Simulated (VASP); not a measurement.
# NaH (I4/mmm) in VASP: further runs

NaH is run at these levels: PBEsol; tasks: electric field gradients.

All numbers are computed with VASP 6.6.1; they aren't measurements. Logs are shortened: lines on timing, memory, paths and dates and some standing lists are left out, and cuts for length are marked.

## Step 1: The cell of the first run

The structure is tetragonal, space group I4/mmm (No. 139). Conventional cell: a = 3.451 Å, b = 3.451 Å, c = 4.831 Å, α = 90.00°, β = 90.00°, γ = 90.00°. Na (site symmetry 4/mmm) has 6 H at 2.42 to 2.44 Å within 3.2 Å. Within 3.2 Å of H (site symmetry 4/mmm) lie 6 Na at 2.42 to 2.44 Å.

## Step 2: Electric field gradients, PBEsol (zz strain of -1 %)

INCAR reads:

```
  PREC = Accurate
  ENCUT = 400
  EDIFF = 1E-8
  ISMEAR = -1
  SIGMA = 0.03
  LREAL = False
  LASPH = True
  NELM = 120
  ALGO = Normal
  ISIF = 2
  LWAVE = False
  LCHARG = False
  GGA = PS
  LEFG = True
  NBANDS = 11
  GGA_COMPAT = False
```

KPOINTS reads:

```
Automatic mesh
0
Gamma
  9 9 9
```

POSCAR reads:

```
NaH
1.0
    0.0000000000      2.4400000000      2.4156000000
    2.4400000000      0.0000000000      2.4156000000
    2.4400000000      2.4400000000      0.0000000000
Na H
1 1
Direct
    0.0000000000      0.0000000000      0.0000000000
    0.5000000000      0.5000000000      0.5000000000
```

Potentials or basis: VASP PAW PBE potentials, release 64 (Na_pv, H).

Launch:

```
cat potpaw_PBE.64/Na_pv/POTCAR potpaw_PBE.64/H/POTCAR > POTCAR
mpirun -np 1 vasp_std > vasp.out
```

OUTCAR:

```text
PREC = Accurate
   ENCUT = 400
   EDIFF = 1E-8
   ISMEAR = -1
   LREAL = False
   LASPH = True
   NELM = 120
   ISIF = 2
   GGA = PS

 ion  position               nearest neighbor table
   1  0.000  0.000  0.000-
   2  0.500  0.500  0.500-

  LATTYP: Found a body centered tetragonal cell.
 ALAT       =     3.4506810922
 C/A-ratio  =     1.4000714267

  Lattice vectors:

 A1 = (   0.0000000000,  -2.4400000000,  -2.4156000000)
 A2 = (   0.0000000000,   2.4400000000,  -2.4156000000)
 A3 = (   2.4400000000,   0.0000000000,   2.4156000000)

Analysis of symmetry for initial positions (statically):
=====================================================================
 Subroutine PRICEL returns:
 Original cell was already a primitive cell.

 Routine SETGRP: Setting up the symmetry group for a
 body centered tetragonal supercell.

 Subroutine GETGRP returns: Found 16 space group operations
 (whereof 16 operations were pure point group operations)
 out of a pool of 16 trial point group operations.

The static configuration has the point symmetry D_4h.

Analysis of symmetry for dynamics (positions and initial velocities):
=====================================================================
 Subroutine PRICEL returns:
 Original cell was already a primitive cell.

 Routine SETGRP: Setting up the symmetry group for a
 body centered tetragonal supercell.

 Subroutine GETGRP returns: Found 16 space group operations
 (whereof 16 operations were pure point group operations)
 out of a pool of 16 trial point group operations.

The dynamic configuration has the point symmetry D_4h.

 Subroutine INISYM returns: Found 16 space group operations
 (whereof 16 operations are pure point group operations),
 and found     1 'primitive' translations

----------------------------------------------------------------------------------------

                                     Primitive cell

  volume of cell :      28.7630

  direct lattice vectors                    reciprocal lattice vectors
     0.000000000  2.440000000  2.415600000    -0.204918033  0.204918033  0.206987912
     2.440000000  0.000000000  2.415600000     0.204918033 -0.204918033  0.206987912
     2.440000000  2.440000000  0.000000000     0.204918033  0.204918033 -0.206987912

[... 130 lines left out ...]
 E-fermi :  -0.4820     XC(G=0):  -7.8241

 val. band max:       -1.2001836019   @ k =  -0.3333   0.4444   0.1111
 cond. band min:       2.6163663380   @ k =  -0.4444   0.0000   0.1111
 fundamental gap:      3.8165499399
 Fermi energy:        -0.4819790774

 k-point     1 :       0.0000    0.0000    0.0000
  band No.  band energies     occupation
      1     -23.1840      2.00000
      2     -23.1840      2.00000
      3     -23.1809      2.00000
      4      -4.8216      2.00000
      5       9.0939      0.00000
      6      14.0859      0.00000
      7      14.0859      0.00000
      8      14.1368      0.00000
      9      15.0032      0.00000
     10      15.0032      0.00000
     11      15.0104      0.00000
[... 309 lines left out ...]
 k-point    24 :       0.4444    0.4444    0.0000
  band No.  band energies     occupation
      1     -23.2591      2.00000
      2     -23.2145      2.00000
      3     -23.2145      2.00000
      4      -1.4860      2.00000
      5       3.5216      0.00000
      6       8.5620      0.00000
      7       9.2089      0.00000
      8       9.2089      0.00000
      9      10.4879      0.00000
     10      21.8934      0.00000
     11      23.5739      0.00000

 [... further k-points ...]

------------------------ aborting loop because EDIFF is reached ----------------------------------------

  FORCE on cell =-STRESS in cart. coord.  units (eV):
  Direction    XX          YY          ZZ          XY          YZ          ZX
  --------------------------------------------------------------------------------------
  -------------------------------------------------------------------------------------
  Total       -0.2789045     -0.2789045     -0.2256916      0.0000000      0.0000000     -0.0000000
  in kB      -15.5357244    -15.5357244    -12.5716211      0.0000000      0.0000000     -0.0000000
  external PRESSURE =     -14.5476900 kB  Pullay stress =       0.0000000 kB

 VOLUME and BASIS-vectors are now :
 -----------------------------------------------------------------------------
  energy-cutoff  :      400.00
  volume of cell :       28.76
      direct lattice vectors                 reciprocal lattice vectors
     0.000000000  2.440000000  2.415600000    -0.204918033  0.204918033  0.206987912
     2.440000000  0.000000000  2.415600000     0.204918033 -0.204918033  0.206987912
     2.440000000  2.440000000  0.000000000     0.204918033  0.204918033 -0.206987912

 POSITION                                       TOTAL-FORCE (eV/Angst)
 -----------------------------------------------------------------------------------
      0.00000      0.00000      0.00000         0.000000      0.000000      0.000000
      2.44000      2.44000      2.41560         0.000000      0.000000     -0.000000
 -----------------------------------------------------------------------------------
    total drift:                                0.000000     -0.000000     -0.000000

  FREE ENERGIE OF THE ION-ELECTRON SYSTEM (eV)
  ---------------------------------------------------
  free  energy   TOTEN  =        -5.0795159073 eV

  energy  without entropy=       -5.0795159073  energy(sigma->0) =       -5.07951591

 Electric field gradients (V/A^2)
---------------------------------------------------------------------
 ion       V_xx      V_yy      V_zz      V_xy      V_xz      V_yz
---------------------------------------------------------------------
   1       0.458     0.458    -0.915     0.002     0.002     0.002
   2      -0.050    -0.050     0.100    -0.001    -0.001    -0.001
---------------------------------------------------------------------

 Electric field gradients after diagonalization (V/A^2)
 (convention: |V_zz| > |V_xx| > |V_yy|)
----------------------------------------------------------------------
 ion       V_xx      V_yy      V_zz     asymmetry (V_yy - V_xx)/ V_zz
----------------------------------------------------------------------
   1       0.459     0.456    -0.915       0.004
   2      -0.051    -0.049     0.100       0.014
----------------------------------------------------------------------

           NMR quadrupolar parameters

 Cq : quadrupolar parameter    Cq=e*Q*V_zz/h
 eta: asymmetry parameters     (V_yy - V_xx)/ V_zz
 Q  : nuclear electric quadrupole moment in mb (millibarn)
----------------------------------------------------------------------
 ion       Cq(MHz)       eta       Q (mb)
----------------------------------------------------------------------
   1      -0.002       0.004       1.000
   2       0.000       0.014       1.000
----------------------------------------------------------------------
```

OSZICAR:

```text
N       E                     dE             d eps       ncg     rms          rms(c)
DAV:   1     0.336050645469E+02    0.33605E+02   -0.40454E+03  1668   0.604E+02
DAV:   2    -0.433088653011E+01   -0.37936E+02   -0.37285E+02  1739   0.174E+02
DAV:   3    -0.544287521401E+01   -0.11120E+01   -0.11108E+01  1982   0.296E+01
DAV:   4    -0.544991781393E+01   -0.70426E-02   -0.70421E-02  1903   0.235E+00
DAV:   5    -0.544997939361E+01   -0.61580E-04   -0.61579E-04  1918   0.225E-01    0.287E+00
DAV:   6    -0.515616033964E+01    0.29382E+00   -0.29766E-01  1999   0.315E+00    0.133E+00
DAV:   7    -0.507699956259E+01    0.79161E-01   -0.27012E-01  1860   0.219E+00    0.331E-01
DAV:   8    -0.507955037161E+01   -0.25508E-02   -0.66382E-03  1821   0.943E-01    0.599E-02
DAV:   9    -0.507952266997E+01    0.27702E-04   -0.69513E-04  2015   0.314E-01    0.187E-02
DAV:  10    -0.507951477989E+01    0.78901E-05   -0.39533E-05  1824   0.405E-02    0.293E-03
DAV:  11    -0.507951576190E+01   -0.98201E-06   -0.10799E-06  1933   0.583E-03    0.214E-03
DAV:  12    -0.507951589121E+01   -0.12931E-06   -0.10442E-07  1867   0.193E-03    0.201E-04
DAV:  13    -0.507951590427E+01   -0.13058E-07   -0.51987E-09  1469   0.434E-04    0.104E-04
DAV:  14    -0.507951590734E+01   -0.30759E-08   -0.24629E-10   975   0.120E-04
   1 F= -.50795159E+01 E0= -.50795159E+01  d E =-.174729E-11
```

Wall time 15 s (1 thread of Intel Xeon 8259CL, shared host); peak memory 0.14 GiB.

Results:

```yaml
Free_energy: -5.0795 eV
Pressure: -1.5 GPa
Band_gap_on_the_k_mesh: 3.82 eV (least direct gap 4.56 eV)
Largest_electric_field_gradient_by_atom: Na -0.9; H +0.1 V/Å²
```

Electric field gradients, principal values (V/Å²):
| atom | least | middle | greatest (by size) |
| --- | --- | --- | --- |
| 1 Na | 0.456 | 0.459 | -0.915 |
| 2 H | -0.049 | -0.051 | 0.100 |

Caveat: the cell differs from its parent crystal (zz strain of -1 %); without QUAD_EFG the Cq values of the log hold for a quadrupole moment of 1 mb, not for the nuclei; the PAW data sets were made with another functional, which shifts forces and pressure a little. A k mesh can miss the band edges.

## Step 3: Electric field gradients, PBEsol (equal xx and yy strain of -1 %)

INCAR reads:

```
SYSTEM = NaH
PREC = Accurate ; ENCUT = 400
EDIFF = 1E-8 ; ISMEAR = -1
SIGMA = 0.03 ; LREAL = .FALSE.
LASPH = .TRUE. ; NELM = 120
ALGO = Normal ; ISIF = 2
LWAVE = .FALSE. ; LCHARG = .FALSE.
GGA = PS ; LEFG = .TRUE.
NBANDS = 11 ; GGA_COMPAT = .FALSE.
```

KPOINTS reads:

```
Automatic mesh
0
G
  9 9 9
  0 0 0
```

POSCAR reads:

```
NaH
1.0
    0.0000000000      2.4156000000      2.4400000000
    2.4156000000      0.0000000000      2.4400000000
    2.4156000000      2.4156000000      0.0000000000
Na H
1 1
Direct
    0.0000000000      0.0000000000      0.0000000000
    0.5000000000      0.5000000000      0.5000000000
```

Potentials or basis: VASP PAW PBE potentials, release 64 (Na_pv, H).

Launch:

```
cat potpaw_PBE.64/Na_pv/POTCAR potpaw_PBE.64/H/POTCAR > POTCAR
mpirun -np 1 vasp_std > vasp.out
```

OUTCAR:

```text
SYSTEM = NaH
   PREC = Accurate
   ENCUT = 400
   EDIFF = 1E-8
   ISMEAR = -1
   LREAL = .FALSE.
   LASPH = .TRUE.
   NELM = 120
   ISIF = 2
   GGA = PS

 ion  position               nearest neighbor table
   1  0.000  0.000  0.000-
   2  0.500  0.500  0.500-

  LATTYP: Found a body centered tetragonal cell.
 ALAT       =     3.4161742813
 C/A-ratio  =     1.4284985479

  Lattice vectors:

 A1 = (  -2.4156000000,   0.0000000000,   2.4400000000)
 A2 = (   2.4156000000,   0.0000000000,   2.4400000000)
 A3 = (   0.0000000000,   2.4156000000,  -2.4400000000)

Analysis of symmetry for initial positions (statically):
=====================================================================
 Subroutine PRICEL returns:
 Original cell was already a primitive cell.

 Routine SETGRP: Setting up the symmetry group for a
[... 524 lines left out ...]
  energy-cutoff  :      400.00
  volume of cell :       28.48
      direct lattice vectors                 reciprocal lattice vectors
     0.000000000  2.415600000  2.440000000    -0.206987912  0.206987912  0.204918033
     2.415600000  0.000000000  2.440000000     0.206987912 -0.206987912  0.204918033
     2.415600000  2.415600000  0.000000000     0.206987912  0.206987912 -0.204918033

 POSITION                                       TOTAL-FORCE (eV/Angst)
 -----------------------------------------------------------------------------------
      0.00000      0.00000      0.00000         0.000000      0.000000      0.000000
      2.41560      2.41560      2.44000         0.000000     -0.000000     -0.000000
 -----------------------------------------------------------------------------------
    total drift:                                0.000000     -0.000000     -0.000000

  FREE ENERGIE OF THE ION-ELECTRON SYSTEM (eV)
  ---------------------------------------------------
  free  energy   TOTEN  =        -5.0809236284 eV

  energy  without entropy=       -5.0809236284  energy(sigma->0) =       -5.08092363

 Electric field gradients (V/A^2)
---------------------------------------------------------------------
 ion       V_xx      V_yy      V_zz      V_xy      V_xz      V_yz
---------------------------------------------------------------------
   1      -0.458    -0.458     0.916     0.002     0.002     0.002
   2       0.050     0.050    -0.100    -0.001    -0.001    -0.001
---------------------------------------------------------------------

 Electric field gradients after diagonalization (V/A^2)
 (convention: |V_zz| > |V_xx| > |V_yy|)
----------------------------------------------------------------------
 ion       V_xx      V_yy      V_zz     asymmetry (V_yy - V_xx)/ V_zz
----------------------------------------------------------------------
   1      -0.460    -0.456     0.916       0.004
   2       0.051     0.049    -0.100       0.019
----------------------------------------------------------------------

           NMR quadrupolar parameters

 Cq : quadrupolar parameter    Cq=e*Q*V_zz/h
 eta: asymmetry parameters     (V_yy - V_xx)/ V_zz
 Q  : nuclear electric quadrupole moment in mb (millibarn)
----------------------------------------------------------------------
 ion       Cq(MHz)       eta       Q (mb)
----------------------------------------------------------------------
   1       0.002       0.004       1.000
   2      -0.000       0.019       1.000
----------------------------------------------------------------------
```

stdout:

```text
POSCAR found type information on POSCAR NaH
 POSCAR found :  2 types and       2 ions
 scaLAPACK will be used
 -----------------------------------------------------------------------------
|                                                                             |
|                                                                             |
|     You enforced a specific xc type in the INCAR file but a different       |
|     I HOPE YOU KNOW WHAT YOU ARE DOING!                                     |
|                                                                             |
 -----------------------------------------------------------------------------

 LDA part: xc-table for (Slater+PW92), standard interpolation
 POSCAR, INCAR and KPOINTS ok, starting setup
 FFT: planning ... GRIDC
 FFT: planning ... GRID_SOFT
 FFT: planning ... GRID
 WAVECAR not read
 entering main loop
ion   1

ion   2
```

Wall time 14 s (1 thread of Intel Xeon 8259CL, shared host); peak memory 0.14 GiB.

Results:

```
Free energy                             : -5.0809 eV
Pressure                                : -1.3 GPa
Band gap on the k mesh                  : 3.84 eV (least direct gap 4.58 eV)
Largest electric field gradient by atom : Na +0.9; H -0.1 V/Å²
```

Stress tensor (GPa, compression positive):
```
-1.15  0.00  0.00
 0.00 -1.15  0.00
 0.00  0.00 -1.46
```

Electric field gradients, principal values (V/Å²):
```csv
atom,least,middle,greatest (by size)
1 Na,-0.456,-0.460,0.916
2 H,0.049,0.051,-0.100
```

Caveat: the cell differs from its parent crystal (equal xx and yy strain of -1 %); without QUAD_EFG the Cq values of the log hold for a quadrupole moment of 1 mb, not for the nuclei; the PAW data sets were made with another functional, which shifts forces and pressure a little. A k mesh can miss the band edges.

(Continued in part 2 of 2.)
